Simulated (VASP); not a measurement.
# H in VASP: single point with LDA

Aim: the single point of H with LDA.

Program: VASP 6.6.1. These are calculated values, not measurements. Logs are shortened: lines on timing, memory, paths and dates and some standing lists are left out, and cuts for length are marked.

## (1) The cell of the first run

The cell holds a sublattice, 1 atom: a = 3.097 Å, b = 3.097 Å, c = 5.117 Å, α = 72.39°, β = 72.39°, γ = 60.00°.

## (2) Single point, LDA, collinear spin

Input file INCAR:

```
SYSTEM = H
PREC     = Accurate       ! precision mode
ENCUT    = 520            ! plane-wave cutoff, eV
EDIFF    = 1E-7           ! SCF threshold, eV
ISMEAR   = 0              ! smearing method
SIGMA    = 0.1            ! smearing width, eV
LREAL    = .FALSE.        ! projectors in reciprocal space
LASPH    = .TRUE.         ! aspherical terms in the spheres
NELM     = 150            ! most SCF steps
ALGO     = Normal         ! electronic algorithm
ISIF     = 2              ! what is computed and relaxed
LWAVE    = .FALSE.        ! write WAVECAR
LCHARG   = .FALSE.        ! write CHGCAR
ISPIN    = 2              ! spin polarisation
MAGMOM   = 1              ! initial moments
LORBIT   = 11             ! projections on sites
GGA      = CA             ! functional
NBANDS   = 10             ! bands
```

Input file KPOINTS:

```
Automatic mesh
0
G
  12 12 12
  0 0 0
```

Input file POSCAR:

```
H
1.0
   -1.5482797468      2.6816991858      0.0000000000
   -3.0965594936      0.0000000000      0.0000000000
   -1.5482797468      0.8938997286      4.7948803090
H
1
Direct
    0.0000000000      0.0000000000      0.0000000000
```

Potentials or basis: VASP PAW LDA potentials, release 64 (H).

On the command line:

```bash
> cat potpaw_LDA.64/H/POTCAR > POTCAR
> mpirun -np 1 vasp_std > vasp.out
```

OUTCAR:

```text
SYSTEM = H
   PREC = Accurate
   ENCUT = 520
   EDIFF = 1E-7
   ISMEAR = 0
   LREAL = .FALSE.
   LASPH = .TRUE.
   NELM = 150
   ISIF = 2
   ISPIN = 2
   LORBIT = 11
   GGA = CA

 ion  position               nearest neighbor table
   1  0.000  0.000  0.000-

  LATTYP: Found a trigonal (rhomboedric) cell.
 ALAT       =     5.1173336882
 COS(alpha) =     0.8169197963

  Lattice vectors:

 A1 = (   0.0000000000,  -1.7877994572,   4.7948803090)
 A2 = (   1.5482797468,   0.8938997286,   4.7948803090)
 A3 = (  -1.5482797468,   0.8938997286,   4.7948803090)

Analysis of symmetry for initial positions (statically):
=====================================================================
 Subroutine PRICEL returns:
 Original cell was already a primitive cell.

 Routine SETGRP: Setting up the symmetry group for a
 trigonal (rhombohedral) supercell.

 Subroutine GETGRP returns: Found 12 space group operations
 (whereof 12 operations were pure point group operations)
 out of a pool of 12 trial point group operations.

The static configuration has the point symmetry D_3d.

Analysis of symmetry for dynamics (positions and initial velocities):
=====================================================================
 Subroutine PRICEL returns:
 Original cell was already a primitive cell.

 Routine SETGRP: Setting up the symmetry group for a
 trigonal (rhombohedral) supercell.

 Subroutine GETGRP returns: Found 12 space group operations
 (whereof 12 operations were pure point group operations)
 out of a pool of 12 trial point group operations.

The dynamic configuration has the point symmetry D_3d.

Analysis of structural, dynamic, and magnetic symmetry:
=====================================================================
 Subroutine PRICEL returns:
 Original cell was already a primitive cell.

 Routine SETGRP: Setting up the symmetry group for a
 trigonal (rhombohedral) supercell.

 Subroutine GETGRP returns: Found 12 space group operations
 (whereof 12 operations were pure point group operations)
 out of a pool of 12 trial point group operations.

The overall configuration has the point symmetry D_3d.

 Subroutine INISYM returns: Found 12 space group operations
 (whereof 12 operations are pure point group operations),
 and found     1 'primitive' translations

----------------------------------------------------------------------------------------

                                     Primitive cell

  volume of cell :      39.8169

  direct lattice vectors                    reciprocal lattice vectors
    -1.548279747  2.681699186  0.000000000     0.000000000  0.372897902 -0.069518593
    -3.096559494  0.000000000  0.000000000    -0.322939056 -0.186448951 -0.069518593
    -1.548279747  0.893899729  4.794880309     0.000000000  0.000000000  0.208555779

  length of vectors
     3.096559494  3.096559494  5.117333688     0.379322660  0.379322660  0.208555779

  position of ions in fractional coordinates (direct lattice)
     0.000000000  0.000000000  0.000000000

  ion indices of the primitive-cell ions
   primitive index   ion index
                 1           1

----------------------------------------------------------------------------------------

 KPOINTS: Automatic mesh

Automatic generation of k-mesh.
 Grid dimensions read from file:
 generate k-points for:   12   12   12

 Generating k-lattice:

  Cartesian coordinates                     Fractional coordinates (reciprocal lattice)
     0.000000000  0.031074825 -0.005793216     0.083333333  0.000000000  0.000000000
    -0.026911588 -0.015537413 -0.005793216     0.000000000  0.083333333  0.000000000
     0.000000000  0.000000000  0.017379648     0.000000000  0.000000000  0.083333333

  Length of vectors
     0.031610222  0.031610222  0.017379648

  Shift w.r.t. Gamma in fractional coordinates (k-lattice)
     0.000000000  0.000000000  0.000000000

 Subroutine IBZKPT returns following result:
 ===========================================

 Found    189 irreducible k-points:

 Following reciprocal coordinates:
            Coordinates               Weight
  0.000000  0.000000  0.000000      1.000000
  0.083333  0.000000  0.000000      6.000000
  0.166667  0.000000  0.000000      6.000000
  0.250000  0.000000  0.000000      6.000000
  0.333333  0.000000  0.000000      6.000000
  0.416667  0.000000 -0.000000      6.000000
[... 16 lines left out ...]
  0.500000  0.166667  0.000000     12.000000
 -0.416667  0.166667 -0.000000     12.000000
 [... further k-points ...]
   k-points           NKPTS =    189   k-points in BZ     NKDIM =    189   number of bands    NBANDS=     10
   number of dos      NEDOS =    301   number of ions     NIONS =      1
   total plane-waves  NPLWV =  23040
   dimension x,y,z NGX =    24 NGY =   24 NGZ =   40
   dimension x,y,z NGXF=    48 NGYF=   48 NGZF=   80
   ions per type =               1
   NGX,Y,Z   is equivalent  to a cutoff of  12.88, 12.88, 12.99 a.u.
   NGXF,Y,Z  is equivalent  to a cutoff of  25.77, 25.77, 25.99 a.u.
 SYSTEM =  H
   PREC   = accura    normal or accurate (medium, high low for compatibility)
   ISTART =      0    job   : 0-new  1-cont  2-samecut
   ICHARG =      2    charge: 1-file 2-atom 10-const
   ISPIN  =      2    spin polarized calculation?
   LNONCOLLINEAR =      F non collinear calculations
   LSORBIT =      F    spin-orbit coupling
   LASPH  =      T    aspherical Exc in radial PAW
   ENCUT  =  520.0 eV  38.22 Ry    6.18 a.u.   5.76  5.76  9.51*2*pi/ulx,y,z
   NELM   =    150;   NELMIN=  2; NELMDL= -5     # of ELM steps
   EDIFF  = 0.1E-06   stopping-criterion for ELM
   LREAL  =      F    real-space projection
   EDIFFG = 0.1E-05   stopping-criterion for IOM
   NSW    =      0    number of steps for IOM
   IBRION =     -1    ionic relax: 0-MD 1-quasi-New 2-CG
   NFREE  =      0    steps in history (QN), initial steepest desc. (CG)
   ISIF   =      2    stress and relaxation
   ISYM   =      2    0-nonsym 1-usesym 2-fastsym
   POTIM  = 0.5000    time-step for ionic-motion
   TEBEG  =    0.0;   TEEND  =   0.0 temperature during run
   PSTRESS=    0.0 pullay stress
   NELECT =       1.0000    total number of electrons
   NUPDOWN=      -1.0000    fix difference up-down
   EMIN   =  10.00;   EMAX   =-10.00  energy-range for DOS
   EFERMI =   0.00;   METHOD = LEGACY
   ISMEAR =     0;   SIGMA  =   0.10  broadening in eV -4-tet -1-fermi 0-gaus
   EFERMI_NEDOS =   21; number of points for ismear=-14 and -15
   IALGO  =     38    algorithm
   IMIX   =      4    mixing-type and parameters
     AMIX     =   0.40;   BMIX     =  1.00
     AMIX_MAG =   1.60;   BMIX_MAG =  1.00
  volume/ion in A,a.u.               =      39.82       268.70
  Fermi-wavevector in a.u.,A,eV,Ry     =   0.479423  0.905979  3.127253  0.229847
  Thomas-Fermi vector in A             =   1.476432
   LORBIT       =     11    0 simple, 1 ext, 2 COOP (PROOUT), +10 PAW based schemes
   GGA     = CA    functional components
   LHFCALC =     F    Hartree Fock is set to
   AEXX    =    0.0000 exact exchange contribution
   IVDW    =     0    specifies the selected vdW correction
   LEPSILON=     F    determine dielectric tensor
   LRPA    =     F    only Hartree local field effects (RPA)
 spin polarized calculation
 Gauss-broadening in eV      SIGMA  =   0.10
  energy-cutoff  :      520.00
  volume of cell :       39.82
 maximum number of plane-waves:      1087
   NGX = 11   NGY = 11   NGZ = 19

 number of electron       1.0000000 magnetization       1.0000000

 Free energy of the ion-electron system (eV)
  ---------------------------------------------------
  ext. energy  EPLUGINS =         0.00000000
  ---------------------------------------------------
  free energy    TOTEN  =        -0.91566044 eV

  energy without entropy =       -0.91566044  energy(sigma->0) =       -0.91566044

 E-fermi :  -5.3984     XC(G=0):  -3.3041

 val. band max:       -5.8713992007   @ k =  -0.3333   0.3333   0.1667
 cond. band min:      -3.8966011977   @ k =   0.0000   0.0000   0.0000
 fundamental gap:      1.9747980030
 Fermi energy:        -5.3984372423

 spin component 1

 k-point     1 :       0.0000    0.0000    0.0000
  band No.  band energies     occupation
      1      -8.1871      1.00000
      2       1.3196      0.00000
      3       2.5576      0.00000
      4       9.1653      0.00000
      5      14.7264      0.00000
      6      14.7264      0.00000
      7      17.5760      0.00000
      8      17.5760      0.00000
      9      18.3021      0.00000
     10      19.6949      0.00000

 k-point     2 :       0.0833    0.0000    0.0000
  band No.  band energies     occupation
      1      -8.0870      1.00000
      2       1.3651      0.00000
      3       2.7581      0.00000
      4       8.6249      0.00000
      5      14.0811      0.00000
      6      14.1844      0.00000
      7      16.6126      0.00000
      8      17.3931      0.00000
      9      18.3814      0.00000
     10      18.7702      0.00000

 k-point     3 :       0.1667    0.0000    0.0000
  band No.  band energies     occupation
      1      -7.7965      1.00000
      2       1.5279      0.00000
      3       3.2891      0.00000
      4       7.4225      0.00000
      5      12.5487      0.00000
      6      13.0431      0.00000
      7      14.6292      0.00000
      8      16.9921      0.00000
      9      17.4287      0.00000
     10      18.0403      0.00000
[... 248 lines left out ...]
 k-point    23 :       0.5000    0.1667    0.0000
  band No.  band energies     occupation
      1      -6.2049      1.00000
      2       1.9630      0.00000
      3       4.3918      0.00000
      4       6.0877      0.00000
      5       8.4646      0.00000
      6      10.0585      0.00000
      7      10.3925      0.00000
      8      11.4630      0.00000
      9      16.0244      0.00000
     10      19.1451      0.00000

 k-point    24 :      -0.4167    0.1667   -0.0000
  band No.  band energies     occupation
      1      -6.0448      1.00000
      2       1.8022      0.00000
      3       5.1336      0.00000
      4       6.1035      0.00000
      5       7.4542      0.00000
      6       9.3223      0.00000
      7      10.2086      0.00000
      8      11.7382      0.00000
      9      15.9020      0.00000
     10      19.0757      0.00000

 [... further k-points ...]

 spin component 2

 k-point     1 :       0.0000    0.0000    0.0000
  band No.  band energies     occupation
      1      -3.8966      0.00000
      2       3.1535      0.00000
      3       4.3206      0.00000
      4      13.2101      0.00000
      5      18.1050      0.00000
      6      18.1050      0.00000
      7      19.4826      0.00000
      8      19.4826      0.00000
      9      19.7792      0.00000
     10      21.6225      0.00000

 k-point     2 :       0.0833    0.0000    0.0000
  band No.  band energies     occupation
      1      -3.7632      0.00000
      2       3.1965      0.00000
      3       4.5545      0.00000
      4      12.4264      0.00000
      5      16.6094      0.00000
      6      17.1481      0.00000
      7      18.7395      0.00000
      8      19.1070      0.00000
      9      19.9451      0.00000
     10      20.1894      0.00000

 k-point     3 :       0.1667    0.0000    0.0000
  band No.  band energies     occupation
      1      -3.3672      0.00000
      2       3.3793      0.00000
      3       5.1850      0.00000
      4      10.6431      0.00000
      5      14.5885      0.00000
      6      15.9843      0.00000
      7      16.1883      0.00000
      8      18.3113      0.00000
      9      18.5489      0.00000
     10      20.8190      0.00000
[... 248 lines left out ...]
 k-point    23 :       0.5000    0.1667    0.0000
  band No.  band energies     occupation
      1      -0.6315      0.00000
      2       4.0845      0.00000
      3       5.8588      0.00000
      4       8.3797      0.00000
      5      10.2872      0.00000
      6      11.3275      0.00000
      7      11.6179      0.00000
      8      13.1170      0.00000
      9      18.7931      0.00000
     10      21.4015      0.00000

 k-point    24 :      -0.4167    0.1667   -0.0000
  band No.  band energies     occupation
      1      -0.2369      0.00000
      2       3.7251      0.00000
      3       6.6925      0.00000
      4       8.1035      0.00000
      5       9.2275      0.00000
      6      10.9616      0.00000
      7      11.2651      0.00000
      8      13.3736      0.00000
      9      18.6553      0.00000
     10      21.1563      0.00000

 [... further k-points ...]

------------------------ aborting loop because EDIFF is reached ----------------------------------------

  FORCE on cell =-STRESS in cart. coord.  units (eV):
  Direction    XX          YY          ZZ          XY          YZ          ZX
  --------------------------------------------------------------------------------------
  -------------------------------------------------------------------------------------
  Total        0.0318838      0.0318838     -0.0185668      0.0000000     -0.0000000     -0.0000000
  in kB        1.2829624      1.2829624     -0.7471045      0.0000000     -0.0000000     -0.0000000
  external PRESSURE =       0.6062734 kB  Pullay stress =       0.0000000 kB

 VOLUME and BASIS-vectors are now :
 -----------------------------------------------------------------------------
  energy-cutoff  :      520.00
  volume of cell :       39.82
      direct lattice vectors                 reciprocal lattice vectors
    -1.548279747  2.681699186  0.000000000     0.000000000  0.372897902 -0.069518593
    -3.096559494  0.000000000  0.000000000    -0.322939056 -0.186448951 -0.069518593
    -1.548279747  0.893899729  4.794880309     0.000000000  0.000000000  0.208555779

 POSITION                                       TOTAL-FORCE (eV/Angst)
 -----------------------------------------------------------------------------------
      0.00000      0.00000      0.00000        -0.000000      0.000000      0.000000
 -----------------------------------------------------------------------------------
    total drift:                                0.000000      0.000000     -0.000000

  FREE ENERGIE OF THE ION-ELECTRON SYSTEM (eV)
  ---------------------------------------------------
  free  energy   TOTEN  =        -0.9156604354 eV

  energy  without entropy=       -0.9156604354  energy(sigma->0) =       -0.91566044

 total charge

# of ion       s       p       d       tot
------------------------------------------
    1        0.362   0.000   0.000   0.362

 magnetization (x)

# of ion       s       p       d       tot
------------------------------------------
    1        0.362   0.000   0.000   0.362
```

Run time: 42 s. Hardware: 1 thread of Intel Xeon 6975P-C (Granite Rapids), shared host; peak memory 0.21 GiB.

What came out:

```yaml
Free_energy: -0.9157 eV
Pressure: 0.1 GPa
Band_gap_on_the_k_mesh: 1.97 eV (least direct gap 4.29 eV)
Net_moment: 1.00 μB per cell
Site_moments: H +0.36 μB
Valence_electrons_inside_the_program's_atomic_spheres: H 0.36
```

Stress tensor (GPa, compression positive):
```
 0.13  0.00  0.00
 0.00  0.13  0.00
 0.00  0.00 -0.07
```
